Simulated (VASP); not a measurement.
# GaN (I-4m2) in VASP: further runs

Runs on GaN. Level: PBE. Tasks: single point.

Program: VASP 6.6.1. These are calculated values, not measurements. Logs are shortened: lines on timing, memory, paths and dates and some standing lists are left out, and cuts for length are marked.

### Step 1. The cell of the first run

It takes space group I-4m2 (No. 119, tetragonal). Conventional cell: a = 3.577 Å, b = 3.577 Å, c = 3.577 Å, α = 90.00°, β = 90.00°, γ = 90.00°. Within 2.6 Å of Ga (site symmetry -4m2) lie 4 N at 2.00 Å. N (site symmetry -4m2) has 4 Ga at 2.00 Å within 2.6 Å.

### Step 2. Single point, PBE

INCAR reads:

```
ALGO = Normal
EDIFF = 1E-7
ENCUT = 520
GGA = PE
ISIF = 2
ISMEAR = 0
LASPH = T
LCHARG = T
LELF = T
LREAL = F
LVHAR = T
LWAVE = F
NBANDS = 16
NELM = 80
PREC = Accurate
SIGMA = 0.05
```

KPOINTS reads:

```
k-points
0
Gamma
  12 12 12
```

POSCAR reads:

```
GaN
1.0
    0.0000000000      2.5295962468      1.7884245465
    2.5295962468      0.0000000000      1.7884245465
    2.5295962468      2.5295962468      0.0000000000
Ga N
1 1
Direct
    0.0000000000      0.0000000000      0.0000000000
    0.7500000000      0.7500000000      0.7500000000
```

Potentials or basis: VASP PAW PBE potentials, release 64 (Ga_d, N).

The run is started by

```sh
cat potpaw_PBE.64/Ga_d/POTCAR potpaw_PBE.64/N/POTCAR > POTCAR
mpirun -np 1 vasp_std > vasp.out
```

OUTCAR:

```text
EDIFF = 1E-7
   ENCUT = 520
   GGA = PE
   ISIF = 2
   ISMEAR = 0
   LASPH = T
   LREAL = F
   NELM = 80
   PREC = Accurate

 ion  position               nearest neighbor table
   1  0.000  0.000  0.000-   2 2.00   2 2.00   2 2.00   2 2.00
   2  0.750  0.750  0.750-   1 2.00   1 2.00   1 2.00   1 2.00

  LATTYP: Found a body centered tetragonal cell.
 ALAT       =     3.5773893196
 C/A-ratio  =     0.9998489886

  Lattice vectors:

 A1 = (   0.0000000000,  -2.5295962468,  -1.7884245465)
 A2 = (   0.0000000000,   2.5295962468,  -1.7884245465)
 A3 = (   2.5295962468,   0.0000000000,   1.7884245465)

Analysis of symmetry for initial positions (statically):
=====================================================================
 Subroutine PRICEL returns:
 Original cell was already a primitive cell.

 Routine SETGRP: Setting up the symmetry group for a
 body centered tetragonal supercell.

 Subroutine GETGRP returns: Found  8 space group operations
 (whereof  8 operations were pure point group operations)
 out of a pool of 16 trial point group operations.

The static configuration has the point symmetry D_2d.

Analysis of symmetry for dynamics (positions and initial velocities):
=====================================================================
 Subroutine PRICEL returns:
 Original cell was already a primitive cell.

 Routine SETGRP: Setting up the symmetry group for a
 body centered tetragonal supercell.

 Subroutine GETGRP returns: Found  8 space group operations
 (whereof  8 operations were pure point group operations)
 out of a pool of 16 trial point group operations.

The dynamic configuration has the point symmetry D_2d.

 Subroutine INISYM returns: Found  8 space group operations
 (whereof  8 operations are pure point group operations),
 and found     1 'primitive' translations

----------------------------------------------------------------------------------------

                                     Primitive cell

  volume of cell :      22.8877

  direct lattice vectors                    reciprocal lattice vectors
     0.000000000  2.529596247  1.788424546    -0.197660002  0.197660002  0.279575675
     2.529596247  0.000000000  1.788424546     0.197660002 -0.197660002  0.279575675
     2.529596247  2.529596247  0.000000000     0.197660002  0.197660002 -0.279575675

  length of vectors
     3.097954088  3.097954088  3.577389320     0.395349859  0.395349859  0.395349859

  position of ions in fractional coordinates (direct lattice)
     0.000000000  0.000000000  0.000000000
     0.750000000  0.750000000  0.750000000

  ion indices of the primitive-cell ions
   primitive index   ion index
                 1           1
                 2           2

----------------------------------------------------------------------------------------

 KPOINTS: k-points

Automatic generation of k-mesh.
 Grid dimensions read from file:
 generate k-points for:   12   12   12

 Generating k-lattice:

  Cartesian coordinates                     Fractional coordinates (reciprocal lattice)
    -0.016471667  0.016471667  0.023297973     0.083333333 -0.000000000  0.000000000
     0.016471667 -0.016471667  0.023297973    -0.000000000  0.083333333  0.000000000
     0.016471667  0.016471667 -0.023297973     0.000000000  0.000000000  0.083333333

  Length of vectors
     0.032945822  0.032945822  0.032945822

  Shift w.r.t. Gamma in fractional coordinates (k-lattice)
     0.000000000  0.000000000  0.000000000

 Subroutine IBZKPT returns following result:
 ===========================================

 Found    163 irreducible k-points:

 Following reciprocal coordinates:
            Coordinates               Weight
  0.000000  0.000000  0.000000      1.000000
  0.083333  0.000000  0.000000      8.000000
  0.166667 -0.000000  0.000000      8.000000
  0.250000 -0.000000  0.000000      8.000000
  0.333333 -0.000000  0.000000      8.000000
  0.416667  0.000000  0.000000      8.000000
[... 16 lines left out ...]
  0.500000  0.166667  0.000000      8.000000
 -0.416667  0.166667  0.000000      8.000000
 [... further k-points ...]
   k-points           NKPTS =    163   k-points in BZ     NKDIM =    163   number of bands    NBANDS=     16
   number of dos      NEDOS =    301   number of ions     NIONS =      2
   total plane-waves  NPLWV =  16128
   dimension x,y,z NGX =    24 NGY =   24 NGZ =   28
   dimension x,y,z NGXF=    48 NGYF=   48 NGZF=   56
   ions per type =               1   1
   NGX,Y,Z   is equivalent  to a cutoff of  12.88, 12.88, 13.01 a.u.
   NGXF,Y,Z  is equivalent  to a cutoff of  25.76, 25.76, 26.02 a.u.
 SYSTEM =  unknown system
   PREC   = accura    normal or accurate (medium, high low for compatibility)
   ISTART =      0    job   : 0-new  1-cont  2-samecut
   ICHARG =      2    charge: 1-file 2-atom 10-const
   ISPIN  =      1    spin polarized calculation?
   LNONCOLLINEAR =      F non collinear calculations
   LSORBIT =      F    spin-orbit coupling
   LASPH  =      T    aspherical Exc in radial PAW
   ENCUT  =  520.0 eV  38.22 Ry    6.18 a.u.   5.76  5.76  6.65*2*pi/ulx,y,z
   NELM   =     80;   NELMIN=  2; NELMDL= -5     # of ELM steps
   EDIFF  = 0.1E-06   stopping-criterion for ELM
   LREAL  =      F    real-space projection
   EDIFFG = 0.1E-05   stopping-criterion for IOM
   NSW    =      0    number of steps for IOM
   IBRION =     -1    ionic relax: 0-MD 1-quasi-New 2-CG
   NFREE  =      0    steps in history (QN), initial steepest desc. (CG)
   ISIF   =      2    stress and relaxation
   ISYM   =      2    0-nonsym 1-usesym 2-fastsym
   POTIM  = 0.5000    time-step for ionic-motion
   TEBEG  =    0.0;   TEEND  =   0.0 temperature during run
   PSTRESS=    0.0 pullay stress
   NELECT =      18.0000    total number of electrons
   NUPDOWN=      -1.0000    fix difference up-down
   EMIN   =  10.00;   EMAX   =-10.00  energy-range for DOS
   EFERMI =   0.00;   METHOD = LEGACY
   ISMEAR =     0;   SIGMA  =   0.05  broadening in eV -4-tet -1-fermi 0-gaus
   EFERMI_NEDOS =   21; number of points for ismear=-14 and -15
   IALGO  =     38    algorithm
   IMIX   =      4    mixing-type and parameters
     AMIX     =   0.40;   BMIX     =  1.00
     AMIX_MAG =   1.60;   BMIX_MAG =  1.00
  volume/ion in A,a.u.               =      11.44        77.23
  Fermi-wavevector in a.u.,A,eV,Ry     =   1.511117  2.855596 31.068543  2.283473
  Thomas-Fermi vector in A             =   2.621216
   LORBIT       =      0    0 simple, 1 ext, 2 COOP (PROOUT), +10 PAW based schemes
   GGA     = PE    functional components
   LHFCALC =     F    Hartree Fock is set to
   AEXX    =    0.0000 exact exchange contribution
   IVDW    =     0    specifies the selected vdW correction
   LEPSILON=     F    determine dielectric tensor
   LRPA    =     F    only Hartree local field effects (RPA)
 non-spin polarized calculation
 Gauss-broadening in eV      SIGMA  =   0.05
  energy-cutoff  :      520.00
  volume of cell :       22.89
 maximum number of plane-waves:       632
   NGX = 11   NGY = 11   NGZ = 13

 number of electron      17.9999996 magnetization

 Free energy of the ion-electron system (eV)
  ---------------------------------------------------
  ext. energy  EPLUGINS =         0.00000000
  ---------------------------------------------------
  free energy    TOTEN  =       -11.69595980 eV

  energy without entropy =      -11.69595980  energy(sigma->0) =      -11.69595980

 E-fermi :   6.1994     XC(G=0): -11.7868

 val. band max:        5.9791029966   @ k =   0.0000   0.0000   0.0000
 cond. band min:       6.7318607067   @ k =   0.0000   0.0000   0.0000
 fundamental gap:      0.7527577101
 Fermi energy:         6.1993512256

 k-point     1 :       0.0000    0.0000    0.0000
  band No.  band energies     occupation
      1     -10.4421      2.00000
      2      -8.3214      2.00000
      3      -8.3214      2.00000
      4      -8.0913      2.00000
      5      -8.0602      2.00000
      6      -8.0469      2.00000
[... 8 lines left out ...]
     15      21.7586      0.00000
     16      21.7586      0.00000

 k-point     2 :       0.0833    0.0000    0.0000
  band No.  band energies     occupation
      1     -10.3555      2.00000
      2      -8.3160      2.00000
      3      -8.3070      2.00000
      4      -8.0981      2.00000
      5      -8.0550      2.00000
      6      -8.0299      2.00000
[... 8 lines left out ...]
     15      20.9265      0.00000
     16      22.7748      0.00000

 k-point     3 :       0.1667   -0.0000    0.0000
  band No.  band energies     occupation
      1     -10.1249      2.00000
      2      -8.3056      2.00000
      3      -8.2585      2.00000
      4      -8.1076      2.00000
      5      -8.0361      2.00000
      6      -7.9714      2.00000
[... 8 lines left out ...]
     15      20.6477      0.00000
     16      24.8267      0.00000

 k-point     4 :       0.2500   -0.0000    0.0000
  band No.  band energies     occupation
      1      -9.8418      2.00000
      2      -8.3007      2.00000
      3      -8.1860      2.00000
      4      -8.1115      2.00000
      5      -7.9995      2.00000
      6      -7.7998      2.00000
[... 8 lines left out ...]
     15      21.5895      0.00000
     16      26.9018      0.00000
[... 324 lines left out ...]
 k-point    22 :       0.4167    0.1667    0.0000
  band No.  band energies     occupation
      1      -9.4751      2.00000
      2      -8.2503      2.00000
      3      -8.1983      2.00000
      4      -8.1479      2.00000
      5      -7.9085      2.00000
      6      -6.6127      2.00000
[... 8 lines left out ...]
     15      24.4183      0.00000
     16      25.7768      0.00000

 k-point    23 :       0.5000    0.1667    0.0000
  band No.  band energies     occupation
      1      -9.4511      2.00000
      2      -8.2461      2.00000
      3      -8.1845      2.00000
      4      -8.1291      2.00000
      5      -7.8993      2.00000
      6      -6.3521      2.00000
[... 8 lines left out ...]
     15      24.8931      0.00000
     16      25.5606      0.00000

 k-point    24 :      -0.4167    0.1667    0.0000
  band No.  band energies     occupation
      1      -9.4602      2.00000
      2      -8.2405      2.00000
      3      -8.1778      2.00000
      4      -8.1100      2.00000
      5      -7.9199      2.00000
      6      -6.5683      2.00000
[... 8 lines left out ...]
     15      24.1804      0.00000
     16      24.9761      0.00000

 [... further k-points ...]
[... 5 lines left out ...]
  --------------------------------------------------------------------------------------
  -------------------------------------------------------------------------------------
  Total       -1.5568003     -1.5568003      1.9401530      0.0000000      0.0000000      0.0000000
  in kB     -108.9784095   -108.9784095    135.8136857      0.0000000      0.0000000      0.0000000
  external PRESSURE =     -27.3810444 kB  Pullay stress =       0.0000000 kB

 VOLUME and BASIS-vectors are now :
 -----------------------------------------------------------------------------
  energy-cutoff  :      520.00
  volume of cell :       22.89
      direct lattice vectors                 reciprocal lattice vectors
     0.000000000  2.529596247  1.788424546    -0.197660002  0.197660002  0.279575675
     2.529596247  0.000000000  1.788424546     0.197660002 -0.197660002  0.279575675
     2.529596247  2.529596247  0.000000000     0.197660002  0.197660002 -0.279575675

 POSITION                                       TOTAL-FORCE (eV/Angst)
 -----------------------------------------------------------------------------------
      0.00000      0.00000      0.00000        -0.000000     -0.000000      0.000000
      3.79439      3.79439      2.68264         0.000000      0.000000     -0.000000
 -----------------------------------------------------------------------------------
    total drift:                               -0.000000     -0.000000     -0.000003

  FREE ENERGIE OF THE ION-ELECTRON SYSTEM (eV)
  ---------------------------------------------------
  free  energy   TOTEN  =       -11.6959597961 eV

  energy  without entropy=      -11.6959597961  energy(sigma->0) =      -11.69595980
```

It took 19 s on 1 thread of Intel Xeon 6975P-C (Granite Rapids), shared host; peak memory 0.18 GiB.

What came out:

| Quantity | Value |
| --- | --- |
| Free energy | -11.6960 eV |
| Pressure | -2.7 GPa |
| Band gap on the k mesh | 0.75 eV, direct |

### Step 3. Single point, PBE

This run uses another cell than the first one, of the same volume but with other edges.

INCAR reads:

```
  PREC = Accurate
  ENCUT = 520
  EDIFF = 1E-6
  ISMEAR = 0
  SIGMA = 0.05
  LREAL = False
  LASPH = True
  NELM = 100
  ALGO = Normal
  ISIF = 2
  LWAVE = False
  LCHARG = True
  GGA = PE
  LELF = True
  LVHAR = True
  NBANDS = 16
```

KPOINTS reads:

```
regular mesh
0
Gamma
  12 12 12
```

POSCAR reads:

```
GaN
1.0
    0.0000000000      2.0077418716      2.8389470065
    2.0077418716      0.0000000000      2.8389470065
    2.0077418716      2.0077418716      0.0000000000
Ga N
1 1
Direct
    0.0000000000      0.0000000000      0.0000000000
    0.7500000000      0.7500000000      0.7500000000
```

Potentials or basis: VASP PAW PBE potentials, release 64 (Ga_d, N).

The run is started by

```sh
cat potpaw_PBE.64/Ga_d/POTCAR potpaw_PBE.64/N/POTCAR > POTCAR
mpirun -np 1 vasp_std > vasp.out
```

OUTCAR:

```text
PREC = Accurate
   ENCUT = 520
   EDIFF = 1E-6
   ISMEAR = 0
   LREAL = False
   LASPH = True
   NELM = 100
   ISIF = 2
   GGA = PE

 ion  position               nearest neighbor table
   1  0.000  0.000  0.000-   2 2.01   2 2.01   2 2.01   2 2.01
   2  0.750  0.750  0.750-   1 2.01   1 2.01   1 2.01   1 2.01

  LATTYP: Found a body centered tetragonal cell.
 ALAT       =     2.8393757846
 C/A-ratio  =     1.9996979772

  Lattice vectors:

 A1 = (  -2.0077418716,   0.0000000000,   2.8389470065)
 A2 = (   2.0077418716,   0.0000000000,   2.8389470065)
 A3 = (   0.0000000000,   2.0077418716,  -2.8389470065)

Analysis of symmetry for initial positions (statically):
=====================================================================
 Subroutine PRICEL returns:
 Original cell was already a primitive cell.

 Routine SETGRP: Setting up the symmetry group for a
 body centered tetragonal supercell.

 Subroutine GETGRP returns: Found  8 space group operations
 (whereof  8 operations were pure point group operations)
 out of a pool of 16 trial point group operations.

The static configuration has the point symmetry D_2d.

Analysis of symmetry for dynamics (positions and initial velocities):
=====================================================================
 Subroutine PRICEL returns:
 Original cell was already a primitive cell.

 Routine SETGRP: Setting up the symmetry group for a
 body centered tetragonal supercell.

 Subroutine GETGRP returns: Found  8 space group operations
 (whereof  8 operations were pure point group operations)
 out of a pool of 16 trial point group operations.

The dynamic configuration has the point symmetry D_2d.

 Subroutine INISYM returns: Found  8 space group operations
 (whereof  8 operations are pure point group operations),
 and found     1 'primitive' translations
[... 105 lines left out ...]
   PSTRESS=    0.0 pullay stress
   NELECT =      18.0000    total number of electrons
   NUPDOWN=      -1.0000    fix difference up-down
   EMIN   =  10.00;   EMAX   =-10.00  energy-range for DOS
   EFERMI =   0.00;   METHOD = LEGACY
   ISMEAR =     0;   SIGMA  =   0.05  broadening in eV -4-tet -1-fermi 0-gaus
   EFERMI_NEDOS =   21; number of points for ismear=-14 and -15
   IALGO  =     38    algorithm
   IMIX   =      4    mixing-type and parameters
     AMIX     =   0.40;   BMIX     =  1.00
     AMIX_MAG =   1.60;   BMIX_MAG =  1.00
  volume/ion in A,a.u.               =      11.44        77.23
  Fermi-wavevector in a.u.,A,eV,Ry     =   1.511117  2.855596 31.068543  2.283473
  Thomas-Fermi vector in A             =   2.621216
   LORBIT       =      0    0 simple, 1 ext, 2 COOP (PROOUT), +10 PAW based schemes
   GGA     = PE    functional components
   LHFCALC =     F    Hartree Fock is set to
   AEXX    =    0.0000 exact exchange contribution
   IVDW    =     0    specifies the selected vdW correction
   LEPSILON=     F    determine dielectric tensor
   LRPA    =     F    only Hartree local field effects (RPA)
 non-spin polarized calculation
 Gauss-broadening in eV      SIGMA  =   0.05
  energy-cutoff  :      520.00
  volume of cell :       22.89
 maximum number of plane-waves:       631
 NGX is ok and might be reduce to    28

 number of electron      17.9999998 magnetization

 Free energy of the ion-electron system (eV)
  ---------------------------------------------------
  ext. energy  EPLUGINS =         0.00000000
  ---------------------------------------------------
  free energy    TOTEN  =       -11.01731792 eV

  energy without entropy =      -11.01723777  energy(sigma->0) =      -11.01727784

 E-fermi :   6.4001     XC(G=0): -11.7900

 val. band max:        6.3574267283   @ k =  -0.1667   0.1667   0.0000
 cond. band min:       6.7315176845   @ k =   0.0833   0.0833   0.0000
 fundamental gap:      0.3740909563
 Fermi energy:         6.4000724322

 k-point     1 :       0.0000    0.0000    0.0000
  band No.  band energies     occupation
      1     -10.3859      2.00000
      2      -8.7746      2.00000
      3      -8.3123      2.00000
      4      -8.3123      2.00000
      5      -8.2538      2.00000
      6      -8.2522      2.00000
[... 433 lines left out ...]
      3      -8.3599      2.00000
      4      -8.2052      2.00000
      5      -8.1556      2.00000
      6      -6.6240      2.00000
[... 8 lines left out ...]
     15      24.5827      0.00000
     16      25.3294      0.00000

 [... further k-points ...]
[... 5 lines left out ...]
  --------------------------------------------------------------------------------------
  -------------------------------------------------------------------------------------
  Total        3.9863746      3.9863746     -7.5107603      0.0000000      0.0000000      0.0000000
  in kB      279.0523337    279.0523337   -525.7647309      0.0000000      0.0000000      0.0000000
  external PRESSURE =      10.7799788 kB  Pullay stress =       0.0000000 kB

 VOLUME and BASIS-vectors are now :
 -----------------------------------------------------------------------------
  energy-cutoff  :      520.00
  volume of cell :       22.89
      direct lattice vectors                 reciprocal lattice vectors
     0.000000000  2.007741872  2.838947007    -0.249035998  0.249035998  0.176121639
     2.007741872  0.000000000  2.838947007     0.249035998 -0.249035998  0.176121639
     2.007741872  2.007741872  0.000000000     0.249035998  0.249035998 -0.176121639

 POSITION                                       TOTAL-FORCE (eV/Angst)
 -----------------------------------------------------------------------------------
      0.00000      0.00000      0.00000        -0.000000     -0.000000     -0.000000
      3.01161      3.01161      4.25842         0.000000      0.000000      0.000000
 -----------------------------------------------------------------------------------
    total drift:                               -0.000003     -0.000003      0.000007

  FREE ENERGIE OF THE ION-ELECTRON SYSTEM (eV)
  ---------------------------------------------------
  free  energy   TOTEN  =       -11.0173179193 eV

  energy  without entropy=      -11.0172377707  energy(sigma->0) =      -11.01727784
```

Wall time 27 s (1 thread of Intel Xeon 6975P-C (Granite Rapids), shared host); peak memory 0.2 GiB.

What came out:

```
Free energy            : -11.0173 eV
Pressure               : 1.1 GPa
Band gap on the k mesh : zero (band 9 reaches 6.36 eV, above the bottom of band 10 at 6.29 eV)
```

Stress tensor (GPa, compression positive):
```
 27.91   0.00   0.00
  0.00  27.91   0.00
  0.00   0.00 -52.58
```

Levels at points of the mesh, in eV from the Fermi level:
```tsv
k point	band 6	band 7	band 8	band 9	band 10	band 11	band 12	band 13
(0.00, 0.00, 0.00)	-14.65	-2.90	-0.49	-0.11	-0.11	9.64	9.64	9.96
(0.50, 0.00, 0.00)	-13.14	-7.78	-3.36	-0.26	0.98	7.18	10.44	12.31
(0.50, 0.50, 0.00)	-13.88	-9.52	-1.55	-1.55	4.63	6.31	10.50	13.46
(0.50, 0.00, 0.50)	-12.09	-5.59	-4.11	-3.91	1.81	4.08	8.11	10.66
```
